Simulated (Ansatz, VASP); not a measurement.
# VH2 in VASP and in Ansatz

The input INCAR:

```
  PREC = Accurate
  ENCUT = 520
  EDIFF = 1E-8
  ISMEAR = -1
  SIGMA = 0.05
  LREAL = F
  LASPH = T
  NELM = 150
  ALGO = Normal
  ISIF = 2
  LWAVE = F
  LCHARG = F
  ISPIN = 2
  MAGMOM = 1.5 0 0
  LORBIT = 11
  LMAXMIX = 4
  GGA = CA
  LEFG = T
  NBANDS = 18
```

File KPOINTS:

```
regular mesh
0
Gamma
  11 11 11
```

File POSCAR:

```
VH2
1.0
    0.0000000000      2.1355000000      2.1355000000
    2.1355000000      0.0000000000      2.1355000000
    2.1355000000      2.1355000000      0.0000000000
V H
1 2
Direct
   -0.0562500000      0.0187500000      0.0187500000
    0.3062500000      0.2312500000      0.2312500000
    0.7500000000      0.7500000000      0.7500000000
```

Input for Ansatz:

```yaml
crystal:
  lattice:
    - [0.0, 2.1355, 2.1355]
    - [2.1355, 0.0, 2.1355]
    - [2.1355, 2.1355, 0.0]
  atoms:
    - { symbol: V, position: [-0.05625, 0.01875, 0.01875], spin: 1.5 }
    - { symbol: H, position: [0.30625, 0.23125, 0.23125] }
    - { symbol: H, position: [0.75, 0.75, 0.75] }
magnetization:
  spin_polarized: true
kpoints:
  mp_grid: { grid: [11, 11, 11] }
scf:
  occupations: { method: fermi_dirac, width: 0.05 }
hamiltonian:
  xc: lda
  pseudopotentials: { kind: paw }
output:
  forces: true
  stress: true
  eigenvalues: true
  efg: { contact_densities: true }
  populations: true
```

Change from the starting cell: shortest bond scaled by 0.85, PAW files.

Alike in both runs: task electric field gradients; functional LDA; k mesh 11 × 11 × 11; occupations fermi-dirac, width 0.05 eV; collinear spin.

|  | VASP | Ansatz |
| --- | --- | --- |
| version | VASP 6.6.1 | Ansatz 0.2.0 |
| potentials or method | VASP PAW LDA potentials, release 64 (V_sv, H) | PAW with Ansatz's default frozen-core files, scalar-relativistic |
| plane-wave cutoff (eV) | 520 | 420 |
| valence electrons in the cell | 15 | 15 |

```tsv
	VASP	Ansatz	Ansatz less VASP
pressure (GPa)	-10.9	-11.2	-0.28
traceless stress, the component that is largest in VASP (GPa)	-6.31	-6.24	+0.071
rms of the force components (eV/Å)	1.261	1.251	-0.0103
net moment per atom (μB)	0.00	0.00	0.000
size of Vzz on the site where it differs most (V/Å²)	23.5	22.5	-0.96
```

LDA's correlation is that of Perdew and Zunger in VASP and of Perdew and Wang (1992) in Ansatz. Atom by atom the forces differ by 0.010 eV/Å (rms over components). Ansatz's warnings: seeded moment not kept.
